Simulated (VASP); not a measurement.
# Fe (Im-3m) in VASP: notebook

Fe is run at these levels: PBEsol; tasks: single point.

All numbers are computed with VASP 6.6.1; they aren't measurements. Logs are shortened: lines on timing, memory, paths and dates and some standing lists are left out, and cuts for length are marked.

## (1) The cell of the first run

It takes space group Im-3m (No. 229, cubic). Conventional cell: a = 2.827 Å, b = 2.827 Å, c = 2.827 Å, α = 90.00°, β = 90.00°, γ = 90.00°. Fe (site symmetry m-3m) has 14 Fe at 2.45 to 2.83 Å within 3.2 Å.

## (2) Single point, PBEsol, collinear spin, ferromagnetic start (volume scaled by 1.040)

Input file INCAR:

```
SYSTEM = Fe
PREC = Accurate
ENCUT = 520
EDIFF = 1E-7
ISMEAR = 0
SIGMA = 0.05
LREAL = .FALSE.
LASPH = .TRUE.
NELM = 150
ALGO = Normal
ISIF = 2
LWAVE = .FALSE.
LCHARG = .FALSE.
ISPIN = 2
MAGMOM = 2.37
LORBIT = 11
LMAXMIX = 4
GGA = PS
NBANDS = 14
```

Input file KPOINTS:

```
Automatic mesh
0
G
  22 22 22
  0 0 0
```

Input file POSCAR:

```
Fe
1.0
   -1.4132618620      1.4132618620      1.4132618620
    1.4132618620     -1.4132618620      1.4132618620
    1.4132618620      1.4132618620     -1.4132618620
Fe
1
Direct
    0.0000000000      0.0000000000      0.0000000000
```

Potentials or basis: VASP PAW PBE potentials, release 64 (Fe).

The run is started by

```
$ cat potpaw_PBE.64/Fe/POTCAR > POTCAR
$ mpirun -np 1 vasp_std > vasp.out
```

OUTCAR:

```text
SYSTEM = Fe
   PREC = Accurate
   ENCUT = 520
   EDIFF = 1E-7
   ISMEAR = 0
   LREAL = .FALSE.
   LASPH = .TRUE.
   NELM = 150
   ISIF = 2
   ISPIN = 2
   LORBIT = 11
   GGA = PS

 ion  position               nearest neighbor table
   1  0.000  0.000  0.000-

  LATTYP: Found a body centered cubic cell.
 ALAT       =     2.8265237240

  Lattice vectors:

 A1 = (  -1.4132618620,   1.4132618620,   1.4132618620)
 A2 = (   1.4132618620,  -1.4132618620,   1.4132618620)
 A3 = (   1.4132618620,   1.4132618620,  -1.4132618620)

Analysis of symmetry for initial positions (statically):
=====================================================================
 Subroutine PRICEL returns:
 Original cell was already a primitive cell.

 Routine SETGRP: Setting up the symmetry group for a
 body centered cubic supercell.

 Subroutine GETGRP returns: Found 48 space group operations
 (whereof 48 operations were pure point group operations)
 out of a pool of 48 trial point group operations.

The static configuration has the point symmetry O_h .

Analysis of symmetry for dynamics (positions and initial velocities):
=====================================================================
 Subroutine PRICEL returns:
 Original cell was already a primitive cell.

 Routine SETGRP: Setting up the symmetry group for a
 body centered cubic supercell.

 Subroutine GETGRP returns: Found 48 space group operations
 (whereof 48 operations were pure point group operations)
 out of a pool of 48 trial point group operations.

The dynamic configuration has the point symmetry O_h .

Analysis of structural, dynamic, and magnetic symmetry:
=====================================================================
 Subroutine PRICEL returns:
 Original cell was already a primitive cell.

 Routine SETGRP: Setting up the symmetry group for a
 body centered cubic supercell.

 Subroutine GETGRP returns: Found 48 space group operations
 (whereof 48 operations were pure point group operations)
 out of a pool of 48 trial point group operations.

The overall configuration has the point symmetry O_h .

 Subroutine INISYM returns: Found 48 space group operations
 (whereof 48 operations are pure point group operations),
 and found     1 'primitive' translations

----------------------------------------------------------------------------------------

                                     Primitive cell

  volume of cell :      11.2909

  direct lattice vectors                    reciprocal lattice vectors
    -1.413261862  1.413261862  1.413261862     0.000000000  0.353791476  0.353791476
     1.413261862 -1.413261862  1.413261862     0.353791476  0.000000000  0.353791476
[... 126 lines left out ...]
  ---------------------------------------------------
  free energy    TOTEN  =        -8.90636765 eV

  energy without entropy =       -8.90535792  energy(sigma->0) =       -8.90586278

 E-fermi :   5.7170     XC(G=0): -13.3135

 val. band max:        5.7153671689   @ k =  -0.4545  -0.4545   0.0455
 cond. band min:       5.7178566814   @ k =  -0.4545   0.4545   0.4545
 fundamental gap:      0.0024895126
 Fermi energy:         5.7170152895

 spin component 1

 k-point     1 :       0.0000    0.0000    0.0000
  band No.  band energies     occupation
      1      -2.8279      1.00000
      2       3.4055      1.00000
      3       3.4055      1.00000
      4       3.4055      1.00000
      5       4.6776      1.00000
      6       4.6776      1.00000
      7      30.7172      0.00000
      8      30.7172      0.00000
      9      30.7172      0.00000
     10      35.8583      0.00000
     11      35.8583      0.00000
     12      38.1659      0.00000
     13      38.1659      0.00000
     14      38.1659      0.00000
[... 379 lines left out ...]
      3       3.1746      1.00000
      4       4.2933      1.00000
      5       4.4115      1.00000
      6       4.7649      1.00000
      7      24.7541      0.00000
      8      26.4584      0.00000
      9      30.4433      0.00000
     10      31.0987      0.00000
     11      34.7448      0.00000
     12      36.1246      0.00000
     13      40.0815      0.00000
     14      40.2412      0.00000

 [... further k-points ...]

 spin component 2

 k-point     1 :       0.0000    0.0000    0.0000
  band No.  band energies     occupation
      1      -2.5659      1.00000
      2       5.3103      1.00000
      3       5.3103      1.00000
      4       5.3103      1.00000
      5       7.3053      0.00000
      6       7.3054      0.00000
      7      30.6294      0.00000
      8      30.6294      0.00000
      9      30.6294      0.00000
     10      36.1687      0.00000
     11      36.1687      0.00000
     12      38.8964      0.00000
     13      38.8964      0.00000
     14      38.8964      0.00000
[... 379 lines left out ...]
      3       5.0203      1.00000
      4       6.2617      0.00000
      5       6.9231      0.00000
      6       7.4008      0.00000
      7      25.2658      0.00000
      8      26.8841      0.00000
      9      30.9878      0.00000
     10      31.4048      0.00000
     11      35.1495      0.00000
     12      36.7431      0.00000
     13      40.5692      0.00000
     14      40.6930      0.00000

 [... further k-points ...]

------------------------ aborting loop because EDIFF is reached ----------------------------------------

  FORCE on cell =-STRESS in cart. coord.  units (eV):
  Direction    XX          YY          ZZ          XY          YZ          ZX
  --------------------------------------------------------------------------------------
  -------------------------------------------------------------------------------------
  Total       -0.6093295     -0.6093295     -0.6093295      0.0000000     -0.0000000     -0.0000000
  in kB      -86.4639066    -86.4639066    -86.4639066      0.0000000     -0.0000000     -0.0000000
  external PRESSURE =     -86.4639066 kB  Pullay stress =       0.0000000 kB

 VOLUME and BASIS-vectors are now :
 -----------------------------------------------------------------------------
  energy-cutoff  :      520.00
  volume of cell :       11.29
      direct lattice vectors                 reciprocal lattice vectors
    -1.413261862  1.413261862  1.413261862     0.000000000  0.353791476  0.353791476
     1.413261862 -1.413261862  1.413261862     0.353791476  0.000000000  0.353791476
     1.413261862  1.413261862 -1.413261862     0.353791476  0.353791476  0.000000000

 POSITION                                       TOTAL-FORCE (eV/Angst)
 -----------------------------------------------------------------------------------
      0.00000      0.00000      0.00000        -0.000000      0.000000     -0.000000
 -----------------------------------------------------------------------------------
    total drift:                                0.000000      0.000000      0.000000

  FREE ENERGIE OF THE ION-ELECTRON SYSTEM (eV)
  ---------------------------------------------------
  free  energy   TOTEN  =        -8.9063676457 eV

  energy  without entropy=       -8.9053579214  energy(sigma->0) =       -8.90586278

 total charge

# of ion       s       p       d       tot
------------------------------------------
    1        0.493   0.550   6.242   7.285

 magnetization (x)

# of ion       s       p       d       tot
------------------------------------------
    1       -0.012  -0.048   2.221   2.160
```

OSZICAR:

```text
N       E                     dE             d eps       ncg     rms          rms(c)
DAV:   1     0.207841029706E+02    0.20784E+02   -0.37916E+03 20114   0.689E+02
DAV:   2    -0.919590940846E+01   -0.29980E+02   -0.27561E+02 20138   0.128E+02
DAV:   3    -0.101220216411E+02   -0.92611E+00   -0.91819E+00 22126   0.233E+01
DAV:   4    -0.101250487131E+02   -0.30271E-02   -0.30268E-02 21332   0.120E+00
DAV:   5    -0.101250624905E+02   -0.13777E-04   -0.13778E-04 22394   0.833E-02    0.120E+01
DAV:   6    -0.900098342387E+01    0.11241E+01   -0.11375E+01 23210   0.394E+01    0.558E+00
DAV:   7    -0.892279685479E+01    0.78187E-01   -0.74066E-01 22672   0.963E+00    0.334E+00
DAV:   8    -0.891474337075E+01    0.80535E-02   -0.78067E-03 22082   0.490E-01    0.135E+00
DAV:   9    -0.890649305349E+01    0.82503E-02   -0.59125E-03 24944   0.355E-01    0.360E-01
DAV:  10    -0.890637465040E+01    0.11840E-03   -0.91154E-04 21092   0.277E-01    0.119E-01
DAV:  11    -0.890636517120E+01    0.94792E-05   -0.10018E-04 21362   0.104E-01    0.377E-02
DAV:  12    -0.890636644550E+01   -0.12743E-05   -0.37368E-06 22394   0.233E-02    0.120E-02
DAV:  13    -0.890636751339E+01   -0.10679E-05   -0.10151E-06 21018   0.771E-03    0.283E-03
DAV:  14    -0.890636761922E+01   -0.10582E-06   -0.22671E-08 12508   0.142E-03    0.899E-04
DAV:  15    -0.890636764565E+01   -0.26435E-07   -0.38529E-09  9910   0.484E-04
   1 F= -.89063676E+01 E0= -.89058628E+01  d E =-.100972E-02  mag=     2.1728
```

stdout:

```text
POSCAR found type information on POSCAR Fe
 POSCAR found :  1 types and       1 ions
 scaLAPACK will be used
 -----------------------------------------------------------------------------
|                                                                             |
|                                                                             |
|     You enforced a specific xc type in the INCAR file but a different       |
|     I HOPE YOU KNOW WHAT YOU ARE DOING!                                     |
|                                                                             |
 -----------------------------------------------------------------------------

 LDA part: xc-table for (Slater+PW92), standard interpolation
 POSCAR, INCAR and KPOINTS ok, starting setup
 FFT: planning ... GRIDC
 FFT: planning ... GRID_SOFT
 FFT: planning ... GRID
 WAVECAR not read
 entering main loop
```

Run time: 39 s. Hardware: 1 thread of Intel Xeon 6975P-C (Granite Rapids), shared host; peak memory 0.19 GiB.

What came out:

```yaml
Free_energy: -8.9064 eV
Pressure: -8.6 GPa
Net_moment: 2.17 μB per cell
Site_moments: Fe +2.16 μB
Valence_electrons_inside_the_program's_atomic_spheres: Fe 7.29
```

Caveat: the PAW data sets were made with another functional, which shifts forces and pressure a little.

## (3) Single point, PBEsol, collinear spin, ferromagnetic start (volume scaled by 0.840)

Input file INCAR:

```
ALGO     = Fast           # electronic algorithm
EDIFF    = 1E-6           # SCF threshold, eV
ENCUT    = 520            # plane-wave cutoff, eV
GGA      = PS             # functional
ISIF     = 2              # what is computed and relaxed
ISMEAR   = 0              # smearing method
ISPIN    = 2              # spin polarisation
LASPH    = True           # aspherical terms in the spheres
LCHARG   = False          # write CHGCAR
LMAXMIX  = 4              # l up to which the mixer works
LORBIT   = 11             # projections on sites
LREAL    = False          # projectors in reciprocal space
LWAVE    = False          # write WAVECAR
MAGMOM   = 2.08           # initial moments
NBANDS   = 14             # bands
NELM     = 150            # most SCF steps
PREC     = Accurate       # precision mode
SIGMA    = 0.05           # smearing width, eV
```

Input file KPOINTS:

```
k-points
0
Gamma
  24 24 24
```

Input file POSCAR:

```
Fe
1.0
   -1.3161476771      1.3161476771      1.3161476771
    1.3161476771     -1.3161476771      1.3161476771
    1.3161476771      1.3161476771     -1.3161476771
Fe
1
Direct
    0.0000000000      0.0000000000      0.0000000000
```

Potentials or basis: VASP PAW PBE potentials, release 64 (Fe).

The run is started by

```
$ cat potpaw_PBE.64/Fe/POTCAR > POTCAR
$ mpirun -np 1 vasp_std > vasp.out
```

It took 47 s on 1 thread of Intel Xeon 6975P-C (Granite Rapids), shared host; peak memory 0.19 GiB.

Results (log left out):

- Free energy: -8.6622 eV
- Pressure: 56.7 GPa
- Net moment: 1.79 μB per cell
- Site moments: Fe +1.75 μB
- Valence electrons inside the program's atomic spheres: Fe 7.84

Levels at points of the mesh, in eV from the Fermi level:
Spin up:
```csv
k point,band 2,band 3,band 4,band 5,band 6,band 7,band 8,band 9
"(0.00, 0.00, 0.00)",-2.85,-2.85,-2.85,-1.07,-1.07,26.99,26.99,26.99
"(0.50, 0.00, 0.00)",-4.39,-0.97,-0.76,0.36,0.94,9.52,20.06,23.85
"(0.50, 0.50, 0.50)",-6.43,0.55,0.55,0.55,11.50,11.50,11.50,18.08
```
Spin down:
| k point | band 1 | band 2 | band 3 | band 4 | band 5 | band 6 |
| --- | --- | --- | --- | --- | --- | --- |
| (0.00, 0.00, 0.00) | -9.66 | -1.34 | -1.34 | -1.34 | 1.23 | 1.23 |
| (0.50, 0.00, 0.00) | -5.30 | -3.05 | 0.64 | 1.12 | 1.60 | 2.71 |
| (0.50, 0.50, 0.50) | -4.94 | -4.94 | 2.29 | 2.29 | 2.29 | 11.85 |

Caveat: the PAW data sets were made with another functional, which shifts forces and pressure a little.

## (4) Single point, PBEsol, collinear spin, ferromagnetic start (volume scaled by 0.880)

Input file INCAR:

```
ALGO = Normal
EDIFF = 1E-7
ENCUT = 520
GGA = PS
ISIF = 2
ISMEAR = 0
ISPIN = 2
LASPH = T
LCHARG = F
LMAXMIX = 4
LORBIT = 11
LREAL = F
LWAVE = F
MAGMOM = 2.16
NBANDS = 14
NELM = 150
PREC = Accurate
SIGMA = 0.05
```

KPOINTS is that of step 3.

Input file POSCAR:

```
Fe
1.0
   -1.3367158067      1.3367158067      1.3367158067
    1.3367158067     -1.3367158067      1.3367158067
    1.3367158067      1.3367158067     -1.3367158067
Fe
1
Direct
    0.0000000000      0.0000000000      0.0000000000
```

The run is started by

```
$ cat potpaw_PBE.64/Fe/POTCAR > POTCAR
$ mpirun -np 1 vasp_std > vasp.out
```

Run time: 47 s. Hardware: 1 thread of Intel Xeon 6975P-C (Granite Rapids), shared host; peak memory 0.19 GiB.

The run converged. Its results:

```yaml
Free_energy: -8.7887 eV
Pressure: 37.2 GPa
Net_moment: 1.89 μB per cell
Site_moments: Fe +1.86 μB
Valence_electrons_inside_the_program's_atomic_spheres: Fe 7.70
```

Levels at points of the mesh, in eV from the Fermi level:
Spin up:
```csv
k point,band 3,band 4,band 5,band 6,band 7,band 8
"(0.00, 0.00, 0.00)",-2.76,-2.76,-1.10,-1.10,26.53,26.53
"(0.50, 0.00, 0.00)",-1.01,-0.82,0.32,0.77,8.97,19.66
"(0.50, 0.50, 0.50)",0.41,0.41,0.41,11.08,11.08,11.08
```
Spin down:
| k point | band 1 | band 2 | band 3 | band 4 | band 5 | band 6 | band 7 |
| --- | --- | --- | --- | --- | --- | --- | --- |
| (0.00, 0.00, 0.00) | -9.39 | -1.14 | -1.14 | -1.14 | 1.29 | 1.29 | 26.51 |
| (0.50, 0.00, 0.00) | -4.94 | -2.75 | 0.60 | 1.17 | 1.63 | 2.66 | 10.23 |
| (0.50, 0.50, 0.50) | -4.52 | -4.52 | 2.27 | 2.27 | 2.27 | 11.44 | 11.44 |

Caveat: the PAW data sets were made with another functional, which shifts forces and pressure a little.

## (5) The runs side by side

| cell | k mesh | gap on the mesh (eV) | pressure (GPa) | moment (μB) |
| --- | --- | --- | --- | --- |
| a = 2.448 Å, angles 109.5°, 1 atom | 22 × 22 × 22 | none | -8.6 | 2.17 |
| a = 2.280 Å, angles 109.5°, 1 atom | 24 × 24 × 24 | none | 56.7 | 1.79 |
| a = 2.315 Å, angles 109.5°, 1 atom | 24 × 24 × 24 | none | 37.2 | 1.89 |

Alike in all rows: task single point; level PBEsol; potentials or basis VASP PAW PBE potentials, release 64 (Fe); spin collinear, ferromagnetic start; cutoff (eV) 520; smearing gaussian 0.05 eV.

Caveats: the PAW data sets were made with another functional, which shifts forces and pressure a little.

Absolute energies hang on the potentials; compare differences alone.
